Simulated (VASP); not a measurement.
The system is CsBr.

```
CELL_PARAMETERS angstrom
4.31996 0.00000 0.00000
0.00000 4.31996 0.00000
0.00000 0.00000 4.31996
ATOMIC_POSITIONS crystal
Cs 0.00000 0.00000 0.00000
Br 0.50000 0.50000 0.50000
```

Base run:

```yaml
Program: VASP 6.6.1
Functional: PBE0
Potentials_or_basis: VASP PAW PBE potentials, release 64 (Cs_sv, Br)
Cutoff: 400 eV
k_mesh: 4 × 4 × 4
Occupations: gaussian, width 0.01 eV
Spin: no spin polarisation
```

Its results: band gap on the k mesh 6.31 eV, indirect (least direct gap 6.32 eV); pressure 0.2 GPa.

Q: The run is repeated on the same cell with these changes: functional from PBE0 to PBE; cutoff from 400 eV to 500 eV. What comes out?

A: Band gap on the k mesh 4.42 eV, indirect (least direct gap 4.43 eV); pressure 0.7 GPa.

PBE0 gives the wider gap, since exact exchange removes part of the self-interaction.

Caveats: spin-orbit coupling is left out, which moves the levels of the heavy elements; the PAW data sets were made with another functional, which shifts forces and pressure a little (some runs).

